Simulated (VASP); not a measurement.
## BaS: single point with PBE

The system is BaS.

```xyz
2
Lattice="-0.0080 3.2118 3.2118 3.2118 -0.0080 3.2118 3.2038 3.2038 0.0000" Properties=species:S:1:pos:R:3 pbc="T T T"
Ba    0.0000    0.0000    0.0000
S     3.2038    3.2038    3.2118
```

This cell differs from its parent crystal: shear xy strain -0.5%.

```
Program                : VASP 6.6.1
Task                   : single point
Functional             : PBE
Potentials or basis    : VASP PAW PBE potentials, release 64 (Ba_sv, S)
Cutoff                 : 520 eV
k mesh                 : 8 × 8 × 8
Occupations            : fermi-dirac, width 0.02 eV
Spin                   : no spin polarisation
Dipole correction      : no
Further INCAR settings : ALGO = Normal; EDIFF = 1e-07; NBANDS = 15
```

The pressure is 0.6 GPa. The band gap on the k mesh is 2.13 eV (least direct gap 2.27 eV).

Stress tensor (GPa, compression positive):
```
0.65 0.09 0.00
0.09 0.65 0.00
0.00 0.00 0.65
```

Levels at points of the mesh, in eV from the valence-band top:
| k point | band 4 | band 5 | band 6 | band 7 | band 8 | band 9 | band 10 | band 11 | band 12 | band 13 |
| --- | --- | --- | --- | --- | --- | --- | --- | --- | --- | --- |
| (0.00, 0.00, 0.00) | -11.19 | -10.34 | -0.01 | -0.01 | 0.00 | 3.51 | 3.84 | 3.86 | 3.88 | 4.77 |
| (0.50, 0.00, 0.00) | -11.23 | -9.17 | -1.91 | -1.06 | -1.05 | 5.47 | 5.63 | 6.21 | 6.24 | 8.79 |
| (0.50, 0.50, 0.00) | -11.37 | -10.25 | -0.55 | -0.16 | -0.14 | 2.13 | 5.88 | 5.92 | 7.39 | 7.40 |
| (0.00, 0.00, 0.50) | -11.23 | -9.18 | -1.90 | -1.07 | -1.06 | 5.48 | 5.63 | 6.23 | 6.26 | 8.80 |
| (0.50, 0.00, 0.50) | -11.37 | -10.25 | -0.55 | -0.15 | -0.15 | 2.13 | 5.88 | 5.92 | 7.39 | 7.40 |

Wall time 94 s on 1 thread of Intel Xeon 8259CL, with other jobs on the host, peak memory 0.26 GiB.

Caveat: the cell differs from its parent crystal (shear xy strain -0.5%); spin-orbit coupling is left out, which moves the levels of the heavy elements. A k mesh can miss the band edges.
